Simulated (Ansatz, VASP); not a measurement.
**TaN in VASP and in Ansatz**

```
Ta N
1.0
     0.00000    2.15721    2.17900
     2.15721    0.00000    2.17900
     2.15721    2.15721    0.00000
Ta N
1 1
Direct
  0.50000 0.50000 0.50000
  0.00000 0.00000 0.00000
```

Change from the starting cell: strain -0.0100 x Voigt [1, 1, 0, 0, 0, 0], atoms carried along.

Alike in both runs: task single point; functional PBE; k mesh 18 × 18 × 18; occupations gaussian, width 0.15 eV; no spin polarisation.

|  | VASP | Ansatz |
| --- | --- | --- |
| version | VASP 6.6.1 | Ansatz 0.2.0 |
| potentials or method | VASP PAW PBE potentials, release 64 (Ta_pv, N), cutoff 520 eV | scalar-relativistic, plane waves, PAW |
| valence electrons in the cell | 16 | 18 |

VASP gave:

* gap on the k mesh at the Fermi level (eV): none
* pressure (GPa): 24.0
* traceless stress, the component that is largest in VASP (GPa): -5.09

Problem. What did Ansatz give for the same quantities?

Solution. gap on the k mesh at the Fermi level (eV): none; pressure (GPa): 22.9; traceless stress, the component that is largest in VASP (GPa): -5.05.

A gap of «none» marks a metal or a gap that the smearing closes. VASP's potentials hold 16 valence electrons a cell and Ansatz's 18, so a difference there can come from the potentials and not from the codes.

Neither program's run includes spin-orbit coupling.
